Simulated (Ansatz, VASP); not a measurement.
Two plane-wave programs on ZrB

File INCAR:

```
ALGO = Normal
EDIFF = 1E-6
ENCUT = 520
GGA = PS
ISIF = 2
ISMEAR = 0
LASPH = True
LCHARG = True
LELF = True
LREAL = False
LVHAR = True
LWAVE = False
NBANDS = 14
NELM = 60
PREC = Accurate
SIGMA = 0.15
```

File KPOINTS:

```
k-points
0
Gamma
  18 18 18
```

POSCAR

```
ZrB
1.0
    0.0000000000      2.3250000000      2.3250000000
    2.3250000000      0.0000000000      2.3250000000
    2.3250000000      2.3250000000      0.0000000000
Zr B
1 1
Direct
    0.0000000000      0.0000000000      0.0000000000
    0.6075268817      0.6075268817      0.3924731183
```

Input for Ansatz:

```yaml
crystal:
  lattice:
    - [0.0, 2.325, 2.325]
    - [2.325, 0.0, 2.325]
    - [2.325, 2.325, 0.0]
  atoms:
    - { symbol: Zr, position: [0.0, 0.0, 0.0] }
    - { symbol: B, position: [0.6075268817, 0.6075268817, 0.3924731183] }
basis:
  ecutwfc: 420
kpoints:
  mp_grid: { grid: [18, 18, 18] }
hamiltonian:
  xc: pbesol
scf:
  occupations: { method: gaussian, width: 0.15 }
output:
  forces: true
  stress: true
  eigenvalues: true
```

Change from the starting cell: all B atoms moved -0.500 Å, as atom 2 towards its neighbour atom 1 (Zr) at 2.325 Å.

Alike in both runs: task single point; functional PBEsol; k mesh 18 × 18 × 18; occupations gaussian, width 0.15 eV; no spin polarisation.

|  | VASP | Ansatz |
| --- | --- | --- |
| version | VASP 6.6.1 | Ansatz 0.2.0 |
| potentials or method | VASP PAW PBE potentials, release 64 (Zr_sv, B), cutoff 520 eV | scalar-relativistic, plane waves, PAW |
| valence electrons in the cell | 15 | 15 |

Ansatz gave:

```
gap on the k mesh at the Fermi level (eV) : none
rms of the force components (eV/Å)        : 4.860
```

**Question.** Which values does VASP return?

**Answer.** gap on the k mesh at the Fermi level (eV): none; rms of the force components (eV/Å): 4.896.

VASP's potentials were made for PBE, not for PBEsol. Atom by atom the forces differ by 0.036 eV/Å (rms over components). A gap of «none» marks a metal or a gap that the smearing closes.
